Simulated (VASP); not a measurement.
# Ge (Fd-3m) in VASP: single point with PBEsol

Aim: the single point of Ge with PBEsol.

Program: VASP 6.6.1. These are calculated values, not measurements. Logs are shortened: lines on timing, memory, paths and dates and some standing lists are left out, and cuts for length are marked.

## (1) The cell of the first run

It takes space group Fd-3m (No. 227, cubic). The conventional cell has a = 6.128 Å, b = 6.128 Å, c = 6.128 Å, α = 90.00°, β = 90.00°, γ = 90.00°. Ge (site symmetry -43m) has 4 Ge at 2.65 Å within 3.5 Å.

## (2) Single point, PBEsol (Sn replaced by Ge, lengths x 0.918, strained)

File INCAR:

```
SYSTEM = Ge
PREC = Accurate
ENCUT = 520
EDIFF = 1E-6
ISMEAR = 0
SIGMA = 0.1
LREAL = .False.
LASPH = .True.
NELM = 60
ALGO = Normal
ISIF = 2
LWAVE = .False.
LCHARG = .False.
GGA = PS
NBANDS = 21
```

File KPOINTS:

```
Automatic mesh
0
Gamma
  6 6 6
  0 0 0
```

File POSCAR:

```
Ge
1.0
    0.0000000000      3.0641784319      3.0641784319
    3.0641784319      0.0000000000      3.0641784319
    3.0641784319      3.0641784319      0.0000000000
Ge
2
Direct
    0.5000000000      0.5000000000      0.5000000000
    0.7500000000      0.7500000000      0.7500000000
```

Potentials or basis: VASP PAW PBE potentials, release 64 (Ge_d).

Launch:

```console
cat potpaw_PBE.64/Ge_d/POTCAR > POTCAR
mpirun -np 1 vasp_std > vasp.out
```

OUTCAR:

```text
SYSTEM = Ge
   PREC = Accurate
   ENCUT = 520
   EDIFF = 1E-6
   ISMEAR = 0
   LREAL = .False.
   LASPH = .True.
   NELM = 60
   ISIF = 2
   GGA = PS

 ion  position               nearest neighbor table
   1  0.500  0.500  0.500-   2 2.65   2 2.65   2 2.65   2 2.65
   2  0.750  0.750  0.750-   1 2.65   1 2.65   1 2.65   1 2.65

  LATTYP: Found a face centered cubic cell.
 ALAT       =     6.1283568638

  Lattice vectors:

 A1 = (   0.0000000000,   3.0641784319,   3.0641784319)
 A2 = (   3.0641784319,   0.0000000000,   3.0641784319)
 A3 = (   3.0641784319,   3.0641784319,   0.0000000000)

Analysis of symmetry for initial positions (statically):
=====================================================================
 Subroutine PRICEL returns:
 Original cell was already a primitive cell.

 Routine SETGRP: Setting up the symmetry group for a
 face centered cubic supercell.

 Subroutine GETGRP returns: Found 48 space group operations
 (whereof 24 operations were pure point group operations)
 out of a pool of 48 trial point group operations.

The static configuration has the point symmetry T_d .
 The point group associated with its full space group is O_h .

Analysis of symmetry for dynamics (positions and initial velocities):
=====================================================================
 Subroutine PRICEL returns:
 Original cell was already a primitive cell.

 Routine SETGRP: Setting up the symmetry group for a
 face centered cubic supercell.

 Subroutine GETGRP returns: Found 48 space group operations
 (whereof 24 operations were pure point group operations)
 out of a pool of 48 trial point group operations.

The dynamic configuration has the point symmetry T_d .
 The point group associated with its full space group is O_h .

 Subroutine INISYM returns: Found 48 space group operations
 (whereof 24 operations are pure point group operations),
 and found     1 'primitive' translations

----------------------------------------------------------------------------------------

                                     Primitive cell

  volume of cell :      57.5403

  direct lattice vectors                    reciprocal lattice vectors
     0.000000000  3.064178432  3.064178432    -0.163175876  0.163175876  0.163175876
     3.064178432  0.000000000  3.064178432     0.163175876 -0.163175876  0.163175876
     3.064178432  3.064178432  0.000000000     0.163175876  0.163175876 -0.163175876

  length of vectors
     4.333402696  4.333402696  4.333402696     0.282628908  0.282628908  0.282628908

[... 69 lines left out ...]
   ENCUT  =  520.0 eV  38.22 Ry    6.18 a.u.   8.06  8.06  8.06*2*pi/ulx,y,z
   NELM   =     60;   NELMIN=  2; NELMDL= -5     # of ELM steps
   EDIFF  = 0.1E-05   stopping-criterion for ELM
   LREAL  =      F    real-space projection
   EDIFFG = 0.1E-04   stopping-criterion for IOM
   NSW    =      0    number of steps for IOM
   IBRION =     -1    ionic relax: 0-MD 1-quasi-New 2-CG
   NFREE  =      0    steps in history (QN), initial steepest desc. (CG)
   ISIF   =      2    stress and relaxation
   ISYM   =      2    0-nonsym 1-usesym 2-fastsym
   POTIM  = 0.5000    time-step for ionic-motion
   TEBEG  =    0.0;   TEEND  =   0.0 temperature during run
   PSTRESS=    0.0 pullay stress
   NELECT =      28.0000    total number of electrons
   NUPDOWN=      -1.0000    fix difference up-down
   EMIN   =  10.00;   EMAX   =-10.00  energy-range for DOS
   EFERMI =   0.00;   METHOD = LEGACY
   ISMEAR =     0;   SIGMA  =   0.10  broadening in eV -4-tet -1-fermi 0-gaus
   EFERMI_NEDOS =   21; number of points for ismear=-14 and -15
   IALGO  =     38    algorithm
   IMIX   =      4    mixing-type and parameters
     AMIX     =   0.40;   BMIX     =  1.00
     AMIX_MAG =   1.60;   BMIX_MAG =  1.00
  volume/ion in A,a.u.               =      28.77       194.15
  Fermi-wavevector in a.u.,A,eV,Ry     =   1.287667  2.433337 22.559623  1.658085
  Thomas-Fermi vector in A             =   2.419667
   LORBIT       =      0    0 simple, 1 ext, 2 COOP (PROOUT), +10 PAW based schemes
   GGA     = PS    functional components
   LHFCALC =     F    Hartree Fock is set to
   AEXX    =    0.0000 exact exchange contribution
   IVDW    =     0    specifies the selected vdW correction
   LEPSILON=     F    determine dielectric tensor
   LRPA    =     F    only Hartree local field effects (RPA)
 non-spin polarized calculation
 Gauss-broadening in eV      SIGMA  =   0.10
  energy-cutoff  :      520.00
  volume of cell :       57.54
 maximum number of plane-waves:      1572
   NGX = 17   NGY = 17   NGZ = 17

 number of electron      27.9999985 magnetization

 Free energy of the ion-electron system (eV)
  ---------------------------------------------------
  ext. energy  EPLUGINS =         0.00000000
  ---------------------------------------------------
  free energy    TOTEN  =        -9.42503200 eV

  energy without entropy =       -9.42026963  energy(sigma->0) =       -9.42265082

 E-fermi :   2.4804     XC(G=0):  -9.0407

 val. band max:        2.4260237519   @ k =   0.1667   0.0000   0.0000
 cond. band min:       2.5387697046   @ k =   0.3333   0.0000   0.0000
 fundamental gap:      0.1127459527
 Fermi energy:         2.4803529347

 k-point     1 :       0.0000    0.0000    0.0000
  band No.  band energies     occupation
      1     -21.7469      2.00000
      2     -21.7469      2.00000
      3     -21.7469      2.00000
      4     -21.7257      2.00000
      5     -21.7257      2.00000
      6     -21.6136      2.00000
[... 373 lines left out ...]
     20      12.0243      0.00000
     21      14.1697      0.00000

------------------------ aborting loop because EDIFF is reached ----------------------------------------

  FORCE on cell =-STRESS in cart. coord.  units (eV):
  Direction    XX          YY          ZZ          XY          YZ          ZX
  --------------------------------------------------------------------------------------
  -------------------------------------------------------------------------------------
  Total       -3.1488424     -3.1488424     -3.1488424     -0.0000000     -0.0000000     -0.0000000
  in kB      -87.6777415    -87.6777415    -87.6777415     -0.0000000     -0.0000000     -0.0000000
  external PRESSURE =     -87.6777415 kB  Pullay stress =       0.0000000 kB

 VOLUME and BASIS-vectors are now :
 -----------------------------------------------------------------------------
  energy-cutoff  :      520.00
  volume of cell :       57.54
      direct lattice vectors                 reciprocal lattice vectors
     0.000000000  3.064178432  3.064178432    -0.163175876  0.163175876  0.163175876
     3.064178432  0.000000000  3.064178432     0.163175876 -0.163175876  0.163175876
     3.064178432  3.064178432  0.000000000     0.163175876  0.163175876 -0.163175876

 POSITION                                       TOTAL-FORCE (eV/Angst)
 -----------------------------------------------------------------------------------
      3.06418      3.06418      3.06418         0.000000      0.000000      0.000000
      4.59627      4.59627      4.59627        -0.000000     -0.000000     -0.000000
 -----------------------------------------------------------------------------------
    total drift:                               -0.000000     -0.000000      0.000000

  FREE ENERGIE OF THE ION-ELECTRON SYSTEM (eV)
  ---------------------------------------------------
  free  energy   TOTEN  =        -9.4250319997 eV

  energy  without entropy=       -9.4202696346  energy(sigma->0) =       -9.42265082
```

OSZICAR:

```text
N       E                     dE             d eps       ncg     rms          rms(c)
DAV:   1     0.198015493427E+03    0.19802E+03   -0.14813E+04   758   0.331E+03
DAV:   2     0.218113091481E+02   -0.17620E+03   -0.17103E+03   677   0.639E+02
DAV:   3    -0.825218539495E+01   -0.30063E+02   -0.29852E+02   772   0.148E+02
DAV:   4    -0.947361003443E+01   -0.12214E+01   -0.12209E+01   742   0.348E+01
DAV:   5    -0.949685330166E+01   -0.23243E-01   -0.23243E-01   762   0.554E+00    0.233E+00
DAV:   6    -0.944823568272E+01    0.48618E-01   -0.26889E-02   925   0.231E+00    0.134E+00
DAV:   7    -0.942427159003E+01    0.23964E-01   -0.31375E-02   855   0.213E+00    0.133E-01
DAV:   8    -0.942481367144E+01   -0.54208E-03   -0.48733E-03   760   0.103E+00    0.458E-02
DAV:   9    -0.942500427745E+01   -0.19061E-03   -0.20898E-04   737   0.157E-01    0.117E-02
DAV:  10    -0.942503101082E+01   -0.26733E-04   -0.33798E-05   813   0.469E-02    0.555E-03
DAV:  11    -0.942503223205E+01   -0.12212E-05   -0.45192E-06   723   0.305E-02    0.149E-03
DAV:  12    -0.942503199966E+01    0.23239E-06   -0.64121E-07   421   0.153E-02
   1 F= -.94250320E+01 E0= -.94226508E+01  d E =-.476237E-02
```

Run time: 11 s. Hardware: 1 thread of Intel Xeon Platinum 8488C (Sapphire Rapids), shared host; peak memory 0.17 GiB.

What came out:

```
Free energy            : -9.4250 eV
Pressure               : -8.8 GPa
Band gap on the k mesh : zero (band 14 reaches 2.81 eV, above the bottom of band 15 at 2.33 eV)
```

Levels at points of the mesh, in eV from the Fermi level:
| k point | band 11 | band 12 | band 13 | band 14 | band 15 | band 16 | band 17 | band 18 |
| --- | --- | --- | --- | --- | --- | --- | --- | --- |
| (0.00, 0.00, 0.00) | -10.86 | -1.65 | 0.33 | 0.33 | 0.33 | 2.72 | 2.72 | 2.72 |
| (0.50, 0.00, 0.00) | -9.29 | -6.45 | -0.75 | -0.75 | -0.15 | 3.84 | 3.84 | 7.03 |
| (0.50, 0.50, 0.00) | -7.82 | -7.82 | -2.02 | -2.02 | 1.21 | 1.21 | 7.96 | 7.96 |

Caveat: the cell differs from its parent crystal (Sn replaced by Ge, lengths x 0.918, strained); the PAW data sets were made with another functional, which shifts forces and pressure a little.
